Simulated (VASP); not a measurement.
Input of a VASP 6.6.1 run:

File INCAR:

```
PREC = Accurate
ENCUT = 520
EDIFF = 1E-7
ISMEAR = 0
SIGMA = 0.1
LREAL = False
LASPH = True
NELM = 80
ALGO = Normal
ISIF = 2
LWAVE = False
LCHARG = False
GGA = PE
NBANDS = 50
```

KPOINTS

```
Automatic mesh
0
Gamma
  4 4 2
```

Contents of POSCAR:

```
Ba4NaZrN4
1.0
    4.2342288300      0.0000000000      0.0000000000
    0.0000000000      4.2342288300      0.0000000000
    0.0000000000      0.0000000000     13.1210975500
Na Ba Zr N
1 4 1 4
Direct
    0.0000000000      0.0000000000      0.0000000000
    0.5000000000      0.5000000000      0.1387890000
    0.0000000000      0.0000000000      0.6344990100
    0.0000000000      0.0000000000      0.3655009900
    0.5000000000      0.5000000000      0.8612110000
    0.5000000000      0.5000000000      0.5000000000
    0.5000000000      0.5000000000      0.3516260100
    0.0000000000      0.0000000000      0.8492789900
    0.0000000000      0.0000000000      0.1507210100
    0.5000000000      0.5000000000      0.6483739900
```

Potentials or basis: VASP PAW PBE potentials, release 64 (Na_pv, Ba_sv, Zr_sv, N).

The run is started by

```bash
$ cat potpaw_PBE.64/Na_pv/POTCAR potpaw_PBE.64/Ba_sv/POTCAR potpaw_PBE.64/Zr_sv/POTCAR potpaw_PBE.64/N/POTCAR > POTCAR
$ mpirun -np 1 vasp_std > vasp.out
```

(1) What does it give for the largest force?

(2) What does it give for the pressure?

Results:

(1) 2.784 eV/Å.

(2) 4.7 GPa.

Caveat: the k points lie up to 0.37 Å⁻¹ apart; forces of over 1 eV/Å act on the atoms, so gaps and moduli don't describe the material at rest.
